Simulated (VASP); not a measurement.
# Pt (R-3m) in VASP: single point with LDA

Aim: the single point of Pt with LDA.

Everything below comes from runs of VASP 6.6.1. Logs are shortened: lines on timing, memory, paths and dates and some standing lists are left out, and cuts for length are marked.

**1. The cell of the first run**

Symmetry: R-3m, No. 166, trigonal system. Conventional cell: a = 5.136 Å, b = 5.136 Å, c = 2.115 Å, α = 90.00°, β = 90.00°, γ = 120.00°. Pt (site symmetry -3m) has 2 Pt at 2.12 Å within 2.8 Å.

**2. Single point, LDA (16.10 Å³/atom)**

Contents of INCAR:

```
ALGO     = Normal         # electronic algorithm
EDIFF    = 1E-6           # SCF threshold, eV
ENCUT    = 570            # plane-wave cutoff, eV
GGA_COMPAT= F            
ISIF     = 2              # what is computed and relaxed
ISMEAR   = 0              # smearing method
LASPH    = T              # aspherical terms in the spheres
LCHARG   = F              # write CHGCAR
LREAL    = F              # projectors in reciprocal space
LWAVE    = F              # write WAVECAR
NBANDS   = 15             # bands
NELM     = 120            # most SCF steps
PREC     = Accurate       # precision mode
SIGMA    = 0.15           # smearing width, eV
```

Contents of KPOINTS:

```
k-points
0
Gamma
  22 22 22
```

Contents of POSCAR:

```
Pt
1.0
   -2.0140316564      1.6175806466      1.6175806466
    1.6175806466     -2.0140316564      1.6175806466
    1.6175806466      1.6175806466     -2.0140316564
Pt
1
Direct
    0.0000000000      0.0000000000      0.0000000000
```

Potentials or basis: VASP PAW LDA potentials, release 64 (Pt_sv_GW).

Run with:

```sh
> cat potpaw_LDA.64/Pt_sv_GW/POTCAR > POTCAR
> mpirun -np 1 vasp_std > vasp.out
```

OUTCAR:

```text
EDIFF = 1E-6
   ENCUT = 570
   ISIF = 2
   ISMEAR = 0
   LASPH = T
   LREAL = F
   NELM = 120
   PREC = Accurate

 ion  position               nearest neighbor table
   1  0.000  0.000  0.000-

  LATTYP: Found a trigonal (rhomboedric) cell.
 ALAT       =     3.0478611861
 COS(alpha) =    -0.4197392560

  Lattice vectors:

 A1 = (  -2.0140316564,   1.6175806466,   1.6175806466)
 A2 = (   1.6175806466,  -2.0140316564,   1.6175806466)
 A3 = (   1.6175806466,   1.6175806466,  -2.0140316564)

Analysis of symmetry for initial positions (statically):
=====================================================================
 Subroutine PRICEL returns:
 Original cell was already a primitive cell.

 Routine SETGRP: Setting up the symmetry group for a
 trigonal (rhombohedral) supercell.

 Subroutine GETGRP returns: Found 12 space group operations
 (whereof 12 operations were pure point group operations)
 out of a pool of 12 trial point group operations.

The static configuration has the point symmetry D_3d.

Analysis of symmetry for dynamics (positions and initial velocities):
=====================================================================
 Subroutine PRICEL returns:
 Original cell was already a primitive cell.

 Routine SETGRP: Setting up the symmetry group for a
 trigonal (rhombohedral) supercell.

 Subroutine GETGRP returns: Found 12 space group operations
 (whereof 12 operations were pure point group operations)
 out of a pool of 12 trial point group operations.

The dynamic configuration has the point symmetry D_3d.

 Subroutine INISYM returns: Found 12 space group operations
 (whereof 12 operations are pure point group operations),
 and found     1 'primitive' translations

----------------------------------------------------------------------------------------

                                     Primitive cell

  volume of cell :      16.1050

  direct lattice vectors                    reciprocal lattice vectors
    -2.014031656  1.617580647  1.617580647     0.089398098  0.364757887  0.364757887
     1.617580647 -2.014031656  1.617580647     0.364757887  0.089398098  0.364757887
     1.617580647  1.617580647 -2.014031656     0.364757887  0.364757887  0.089398098

  length of vectors
     3.047861186  3.047861186  3.047861186     0.523534768  0.523534768  0.523534768

  position of ions in fractional coordinates (direct lattice)
     0.000000000  0.000000000  0.000000000

  ion indices of the primitive-cell ions
   primitive index   ion index
                 1           1

----------------------------------------------------------------------------------------

 KPOINTS: k-points

Automatic generation of k-mesh.
 Grid dimensions read from file:
 generate k-points for:   22   22   22

 Generating k-lattice:

  Cartesian coordinates                     Fractional coordinates (reciprocal lattice)
     0.004063550  0.016579904  0.016579904     0.045454545  0.000000000  0.000000000
     0.016579904  0.004063550  0.016579904     0.000000000  0.045454545  0.000000000
     0.016579904  0.016579904  0.004063550    -0.000000000 -0.000000000  0.045454545

  Length of vectors
     0.023797035  0.023797035  0.023797035

  Shift w.r.t. Gamma in fractional coordinates (k-lattice)
     0.000000000  0.000000000  0.000000000

 Subroutine IBZKPT returns following result:
 ===========================================

 Found   1024 irreducible k-points:

 Following reciprocal coordinates:
            Coordinates               Weight
  0.000000  0.000000  0.000000      1.000000
  0.045455 -0.000000  0.000000      6.000000
  0.090909 -0.000000  0.000000      6.000000
  0.136364 -0.000000 -0.000000      6.000000
  0.181818 -0.000000 -0.000000      6.000000
  0.227273  0.000000  0.000000      6.000000
[... 16 lines left out ...]
  0.500000  0.045455 -0.000000     12.000000
 -0.454545  0.045455  0.000000     12.000000
 [... further k-points ...]
   k-points           NKPTS =   1024   k-points in BZ     NKDIM =   1024   number of bands    NBANDS=     15
   number of dos      NEDOS =    301   number of ions     NIONS =      1
   total plane-waves  NPLWV =  13824
   dimension x,y,z NGX =    24 NGY =   24 NGZ =   24
   dimension x,y,z NGXF=    48 NGYF=   48 NGZF=   48
   ions per type =               1
   NGX,Y,Z   is equivalent  to a cutoff of  13.09, 13.09, 13.09 a.u.
   NGXF,Y,Z  is equivalent  to a cutoff of  26.18, 26.18, 26.18 a.u.
 SYSTEM =  unknown system
   PREC   = accura    normal or accurate (medium, high low for compatibility)
   ISTART =      0    job   : 0-new  1-cont  2-samecut
   ICHARG =      2    charge: 1-file 2-atom 10-const
   ISPIN  =      1    spin polarized calculation?
   LNONCOLLINEAR =      F non collinear calculations
   LSORBIT =      F    spin-orbit coupling
   LASPH  =      T    aspherical Exc in radial PAW
   ENCUT  =  570.0 eV  41.89 Ry    6.47 a.u.   5.93  5.93  5.93*2*pi/ulx,y,z
   NELM   =    120;   NELMIN=  2; NELMDL= -5     # of ELM steps
   EDIFF  = 0.1E-05   stopping-criterion for ELM
   LREAL  =      F    real-space projection
   EDIFFG = 0.1E-04   stopping-criterion for IOM
   NSW    =      0    number of steps for IOM
   IBRION =     -1    ionic relax: 0-MD 1-quasi-New 2-CG
   NFREE  =      0    steps in history (QN), initial steepest desc. (CG)
   ISIF   =      2    stress and relaxation
   ISYM   =      2    0-nonsym 1-usesym 2-fastsym
   POTIM  = 0.5000    time-step for ionic-motion
   TEBEG  =    0.0;   TEEND  =   0.0 temperature during run
   PSTRESS=    0.0 pullay stress
   NELECT =      18.0000    total number of electrons
   NUPDOWN=      -1.0000    fix difference up-down
   EMIN   =  10.00;   EMAX   =-10.00  energy-range for DOS
   EFERMI =   0.00;   METHOD = LEGACY
   ISMEAR =     0;   SIGMA  =   0.15  broadening in eV -4-tet -1-fermi 0-gaus
   EFERMI_NEDOS =   21; number of points for ismear=-14 and -15
   IALGO  =     38    algorithm
   IMIX   =      4    mixing-type and parameters
     AMIX     =   0.40;   BMIX     =  1.00
     AMIX_MAG =   1.60;   BMIX_MAG =  1.00
  volume/ion in A,a.u.               =      16.10       108.68
  Fermi-wavevector in a.u.,A,eV,Ry     =   1.698943  3.210536 39.271946  2.886407
  Thomas-Fermi vector in A             =   2.779350
   LORBIT       =      0    0 simple, 1 ext, 2 COOP (PROOUT), +10 PAW based schemes
   GGA     = CA    functional components
   LHFCALC =     F    Hartree Fock is set to
   AEXX    =    0.0000 exact exchange contribution
   IVDW    =     0    specifies the selected vdW correction
   LEPSILON=     F    determine dielectric tensor
   LRPA    =     F    only Hartree local field effects (RPA)
 non-spin polarized calculation
 Gauss-broadening in eV      SIGMA  =   0.15
  energy-cutoff  :      570.00
  volume of cell :       16.10
 maximum number of plane-waves:       515
   NGX = 11   NGY = 11   NGZ = 11

 number of electron      18.0000000 magnetization

 Free energy of the ion-electron system (eV)
  ---------------------------------------------------
  ext. energy  EPLUGINS =         0.00000000
  ---------------------------------------------------
  free energy    TOTEN  =        -4.82686758 eV

  energy without entropy =       -4.81811555  energy(sigma->0) =       -4.82249157

 E-fermi :   9.9073     XC(G=0): -13.7649

 val. band max:        9.9040365795   @ k =  -0.3636   0.1364   0.1364
 cond. band min:       9.9087318334   @ k =  -0.2727   0.1818   0.0000
 fundamental gap:      0.0046952539
 Fermi energy:         9.9073354320

 k-point     1 :       0.0000    0.0000    0.0000
  band No.  band energies     occupation
      1     -89.1526      2.00000
      2     -43.2270      2.00000
      3     -43.2270      2.00000
      4     -42.5539      2.00000
      5      -0.7759      2.00000
      6       1.2472      2.00000
      7       5.5951      2.00000
      8       5.5951      2.00000
      9      10.6054      0.00000
     10      10.6054      0.00000
     11      22.3891      0.00000
     12      24.8638      0.00000
     13      24.8638      0.00000
     14      33.7026      0.00000
     15      33.7026      0.00000

 k-point     2 :       0.0455   -0.0000    0.0000
  band No.  band energies     occupation
      1     -89.1453      2.00000
      2     -43.2209      2.00000
      3     -43.2197      2.00000
      4     -42.6291      2.00000
      5      -0.5647      2.00000
      6       1.3474      2.00000
      7       5.6142      2.00000
      8       5.6458      2.00000
      9      10.3212      0.00010
     10      10.3497      0.00003
     11      22.4871      0.00000
     12      25.1681      0.00000
     13      25.2018      0.00000
     14      33.4992      0.00000
     15      33.6611      0.00000

 k-point     3 :       0.0909   -0.0000    0.0000
  band No.  band energies     occupation
      1     -89.1241      2.00000
      2     -43.2026      2.00000
      3     -43.1980      2.00000
      4     -42.8465      2.00000
      5       0.0410      2.00000
      6       1.6614      2.00000
      7       5.6694      2.00000
      8       5.7959      2.00000
      9       9.5648      1.99876
     10       9.6659      1.97720
     11      22.7700      0.00000
     12      25.9360      0.00000
     13      26.1089      0.00000
     14      32.9562      0.00000
     15      33.5264      0.00000

 k-point     4 :       0.1364   -0.0000   -0.0000
  band No.  band energies     occupation
      1     -89.0902      2.00000
      2     -43.1855      2.00000
      3     -43.1701      2.00000
      4     -43.1637      2.00000
      5       0.9275      2.00000
      6       2.2588      2.00000
      7       5.7513      2.00000
      8       6.0393      2.00000
      9       8.5413      2.00000
     10       8.7356      2.00000
     11      23.2009      0.00000
     12      26.8121      0.00000
     13      27.3077      0.00000
     14      32.2760      0.00000
     15      32.9396      0.00000
[... 307 lines left out ...]
 k-point    22 :       0.4545    0.0455   -0.0000
  band No.  band energies     occupation
      1     -88.7732      2.00000
      2     -45.8662      2.00000
      3     -42.9057      2.00000
      4     -42.8521      2.00000
      5       1.8418      2.00000
      6       2.9498      2.00000
      7       7.4172      2.00000
      8       7.8509      2.00000
      9       9.8251      1.56167
     10      12.8443      0.00000
     11      22.0115      0.00000
     12      22.2065      0.00000
     13      25.1686      0.00000
     14      30.4071      0.00000
     15      31.8066      0.00000

 k-point    23 :       0.5000    0.0455   -0.0000
  band No.  band energies     occupation
      1     -88.7810      2.00000
      2     -45.8055      2.00000
      3     -42.9158      2.00000
      4     -42.8604      2.00000
      5       1.9004      2.00000
      6       3.0487      2.00000
      7       7.3439      2.00000
      8       7.8013      2.00000
      9       9.9883      0.44525
     10      12.4266      0.00000
     11      21.9105      0.00000
     12      22.0323      0.00000
     13      24.9765      0.00000
     14      30.5925      0.00000
     15      31.9951      0.00000

 k-point    24 :      -0.4545    0.0455    0.0000
  band No.  band energies     occupation
      1     -88.8045      2.00000
      2     -45.6276      2.00000
      3     -42.9386      2.00000
      4     -42.8837      2.00000
      5       2.1429      2.00000
      6       3.3431      2.00000
      7       7.1600      2.00000
      8       7.5234      2.00000
      9       9.5106      1.99982
     10      11.7810      0.00000
     11      21.6028      0.00000
     12      22.2988      0.00000
     13      25.4262      0.00000
     14      31.2146      0.00000
     15      31.9561      0.00000

 [... further k-points ...]
[... 5 lines left out ...]
  --------------------------------------------------------------------------------------
  -------------------------------------------------------------------------------------
  Total        6.1813075      6.1813075      6.1813075      7.9729225      7.9729225      7.9729225
  in kB      614.9363972    614.9363972    614.9363972    793.1720396    793.1720396    793.1720396
  external PRESSURE =     614.9363972 kB  Pullay stress =       0.0000000 kB

 VOLUME and BASIS-vectors are now :
 -----------------------------------------------------------------------------
  energy-cutoff  :      570.00
  volume of cell :       16.10
      direct lattice vectors                 reciprocal lattice vectors
    -2.014031656  1.617580647  1.617580647     0.089398098  0.364757887  0.364757887
     1.617580647 -2.014031656  1.617580647     0.364757887  0.089398098  0.364757887
     1.617580647  1.617580647 -2.014031656     0.364757887  0.364757887  0.089398098

 POSITION                                       TOTAL-FORCE (eV/Angst)
 -----------------------------------------------------------------------------------
      0.00000      0.00000      0.00000         0.000000      0.000000      0.000000
 -----------------------------------------------------------------------------------
    total drift:                                0.000000      0.000000     -0.000000

  FREE ENERGIE OF THE ION-ELECTRON SYSTEM (eV)
  ---------------------------------------------------
  free  energy   TOTEN  =        -4.8268675837 eV

  energy  without entropy=       -4.8181155486  energy(sigma->0) =       -4.82249157
```

Wall time 71 s (1 thread of Intel Xeon 6975P-C (Granite Rapids), shared host); peak memory 0.38 GiB.

Results:

* Free energy: -4.8269 eV
* Pressure: 61.5 GPa
* Band gap on the k mesh: zero (bands 9 and 10 overlap by 5.04 eV)

Caveat: the cell stands under pressure; spin-orbit coupling is left out, which moves the levels of the heavy elements.
